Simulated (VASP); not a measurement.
# LuH2 (base) (Fm-3m) in VASP: a series of runs, part 2 of 2

VASP 6.6.1. The steps go on from the part before.

**5. Relaxation of cell and atoms, PBEsol**

INCAR reads:

```
SYSTEM = LuH2
  PREC = Accurate
  ENCUT = 600
  EDIFF = 1E-6
  ISMEAR = -1
  SIGMA = 0.15
  LREAL = .FALSE.
  LASPH = .TRUE.
  NELM = 100
  ALGO = Normal
  ISIF = 3
  LWAVE = .FALSE.
  LCHARG = .FALSE.
  GGA = PS
  IBRION = 2
  NSW = 80
  EDIFFG = -0.001
```

KPOINTS reads:

```
Automatic mesh
0
G
  14 14 14
  0 0 0
```

POSCAR reads:

```
LuH2
1.0
    0.0000000000      2.4790705030      2.4790705030
    2.4790705030      0.0000000000      2.4790705030
    2.4790705030      2.4790705030      0.0000000000
Lu H
1 2
Direct
    0.0000000000      0.0000000000      0.0000000000
    0.2500000000      0.2500000000      0.2500000000
    0.7500000000      0.7500000000      0.7500000000
```

Potentials or basis: VASP PAW PBE potentials, release 64 (Lu, H).

The run is started by

```
$ cat potpaw_PBE.64/Lu/POTCAR potpaw_PBE.64/H/POTCAR > POTCAR
$ mpirun -np 1 vasp_std > vasp.out
```

OUTCAR:

```text
SYSTEM = LuH2
   PREC = Accurate
   ENCUT = 600
   EDIFF = 1E-6
   ISMEAR = -1
   LREAL = .FALSE.
   LASPH = .TRUE.
   NELM = 100
   ISIF = 3
   GGA = PS
   IBRION = 2
   NSW = 80
   EDIFFG = -0.001

 ion  position               nearest neighbor table
   1  0.000  0.000  0.000-   3 2.15   3 2.15   3 2.15   2 2.15   3 2.15   2 2.15   2 2.15   2 2.15

   2  0.250  0.250  0.250-   1 2.15   1 2.15   1 2.15   1 2.15
   3  0.750  0.750  0.750-   1 2.15   1 2.15   1 2.15   1 2.15

  LATTYP: Found a face centered cubic cell.
 ALAT       =     4.9581410060

  Lattice vectors:

 A1 = (   0.0000000000,   2.4790705030,   2.4790705030)
 A2 = (   2.4790705030,   0.0000000000,   2.4790705030)
 A3 = (   2.4790705030,   2.4790705030,   0.0000000000)

Analysis of symmetry for initial positions (statically):
[... 365 lines left out ...]
  ---------------------------------------------------
  ext. energy  EPLUGINS =         0.00000000
  ---------------------------------------------------
  free energy    TOTEN  =       -13.72269372 eV

  energy without entropy =      -13.67974047  energy(sigma->0) =      -13.70121709

 E-fermi :   2.6640     XC(G=0): -11.3840

 val. band max:        2.5964210799   @ k =  -0.3571   0.2143   0.0000
 cond. band min:       2.6755387252   @ k =   0.4286   0.2143   0.0000
 fundamental gap:      0.0791176453
 Fermi energy:         2.6639534228

 k-point     1 :       0.0000    0.0000    0.0000
  band No.  band energies     occupation
      1     -53.3462      2.00000
      2     -23.8462      2.00000
      3     -23.8462      2.00000
      4     -23.8462      2.00000
      5      -6.7655      2.00000
      6      -2.4712      2.00000
[... 457 lines left out ...]
      4     -23.9083      2.00000
      5      -5.1197      2.00000
      6      -2.5004      2.00000
[... 9 lines left out ...]
     16       5.7340      0.00000
     17       7.6766      0.00000

 [... further k-points ...]
[... 5 lines left out ...]
  --------------------------------------------------------------------------------------
  -------------------------------------------------------------------------------------
  Total       -0.0007816     -0.0007816     -0.0007816      0.0000000     -0.0000000     -0.0000000
  in kB       -0.0408644     -0.0408644     -0.0408644      0.0000000     -0.0000000     -0.0000000
  external PRESSURE =      -0.0408644 kB  Pullay stress =       0.0000000 kB
[... 18 lines left out ...]
  FREE ENERGIE OF THE ION-ELECTRON SYSTEM (eV)
  ---------------------------------------------------
  free  energy   TOTEN  =       -13.7226937158 eV

  energy  without entropy=      -13.6797404671  energy(sigma->0) =      -13.70121709

 reached required accuracy - stopping structural energy minimisation
```

CONTCAR:

```text
LuH2
   1.00000000000000
     0.0000000000000000    2.4837377346990466    2.4837377346990466
     2.4837377346990466    0.0000000000000000    2.4837377346990466
     2.4837377346990466    2.4837377346990466    0.0000000000000000
  Lu              H
     1     2
Direct
     0.0000000000000000    0.0000000000000000    0.0000000000000000
     0.2500000000000000    0.2500000000000000    0.2500000000000000
     0.7500000000000000    0.7500000000000000    0.7500000000000000

  0.00000000E+00  0.00000000E+00  0.00000000E+00
  0.00000000E+00  0.00000000E+00  0.00000000E+00
  0.00000000E+00  0.00000000E+00  0.00000000E+00
```

Wall time 9 min (1 thread of Intel Xeon Platinum 8488C (Sapphire Rapids), shared host); peak memory 0.22 GiB.

What came out:

* Free energy: -13.7227 eV
* Relaxed volume: 10.21 Å³/atom
* Relaxed cell: a = 3.513 Å, b = 3.513 Å, c = 3.513 Å, α = 60.00°, β = 60.00°, γ = 60.00°
* Space group after relaxing (to 0.05 Å): Fm-3m (No. 225)
* Energy gained by relaxing: 0.1 meV/atom
* Ionic steps: 24
* Pressure after relaxing: 0.0 GPa

The path:
| step | energy change (eV) | largest force (eV/Å) | pressure (GPa) | volume (Å³) |
| --- | --- | --- | --- | --- |
| 1 | 0.0000 | 0.0000 | 0.52 | 30.47 |
| 2 | -0.0002 | 0.0000 | 0.06 | 30.62 |
| 3 | -0.0002 | 0.0000 | 0.02 | 30.65 |
| 4 | -0.0002 | 0.0000 | -0.08 | 30.67 |
| 5 | -0.0002 | 0.0000 | -0.12 | 30.66 |
| 6 | -0.0002 | 0.0000 | -0.07 | 30.62 |
| 7 | -0.0002 | 0.0000 | 0.18 | 30.57 |
| 8 | -0.0002 | 0.0000 | 0.16 | 30.61 |
| 9 | -0.0002 | 0.0000 | 0.07 | 30.62 |
| 10 | -0.0002 | 0.0000 | -0.03 | 30.62 |
| 11 | -0.0002 | 0.0000 | 0.16 | 30.62 |
| 12 | -0.0002 | 0.0000 | 0.02 | 30.64 |
| 13 | -0.0002 | 0.0000 | -0.12 | 30.65 |
| 14 | -0.0002 | 0.0000 | 0.07 | 30.64 |
| 15 | -0.0002 | 0.0000 | -0.14 | 30.65 |
| 16 | -0.0002 | 0.0000 | 0.04 | 30.64 |
| 17 | -0.0002 | 0.0000 | -0.13 | 30.65 |
| 18 | -0.0002 | 0.0000 | 0.03 | 30.64 |
| 19 | -0.0002 | 0.0000 | -0.09 | 30.65 |
| 20 | -0.0002 | 0.0000 | -0.06 | 30.64 |
| 21 | -0.0002 | 0.0000 | -0.05 | 30.64 |
| 22 | -0.0002 | 0.0000 | -0.05 | 30.64 |
| 23 | -0.0002 | 0.0000 | -0.05 | 30.64 |
| 24 | -0.0002 | 0.0000 | 0.00 | 30.64 |

Final structure:
```xyz
3
Lattice="0.0000 2.4837 2.4837 2.4837 0.0000 2.4837 2.4837 2.4837 0.0000" Properties=species:S:1:pos:R:3 pbc="T T T"
Lu    0.0000    0.0000    0.0000
H     1.2419    1.2419    1.2419
H     3.7256    3.7256    3.7256
```

Levels at points of the mesh, in eV from the Fermi level:
```csv
k point,band 9,band 10,band 11,band 12,band 13,band 14,band 15,band 16,band 17
"(0.00, 0.00, 0.00)",-4.79,-4.71,-4.71,-4.71,-0.33,1.41,1.41,1.41,4.37
"(0.50, 0.00, 0.00)",-4.77,-4.73,-4.73,-4.71,-3.77,1.48,1.48,5.05,5.97
"(0.50, 0.50, 0.00)",-4.78,-4.75,-4.74,-4.74,-3.82,-2.41,6.19,6.28,6.28
```

Caveat: the PAW data sets were made with another functional, which shifts forces and pressure a little; spin-orbit coupling is left out, which moves the levels of the heavy elements. Zero-point motion and thermal expansion aren't in these numbers.

**6. The runs side by side**

| task | cell | cutoff (eV) | smearing | gap on the mesh (eV) | pressure (GPa) | relaxed volume (Å³/atom) |
| --- | --- | --- | --- | --- | --- | --- |
| single point | a = 3.506 Å, angles 60.0°, 3 atoms | 520 | gaussian 0.1 eV | none | 0.4 | - |
| relaxation of cell and atoms | relaxed from a = 3.559 Å, angles 60.0°, 3 atoms | 600 | gaussian 0.1 eV | none | 0.0 | 10.20 |
| single point | a = 3.507 Å, angles 60.0°, 3 atoms | 520 | fermi-dirac 0.15 eV | none | 0.4 | - |
| relaxation of cell and atoms | relaxed from a = 3.506 Å, angles 60.0°, 3 atoms | 600 | fermi-dirac 0.15 eV | none | 0.0 | 10.21 |

Alike in all rows: level PBEsol; potentials or basis VASP PAW PBE potentials, release 64 (Lu, H); no spin polarisation; k mesh 14 × 14 × 14.

Caveats: the PAW data sets were made with another functional, which shifts forces and pressure a little; spin-orbit coupling is left out, which moves the levels of the heavy elements.

Absolute energies hang on the potentials; compare differences alone.
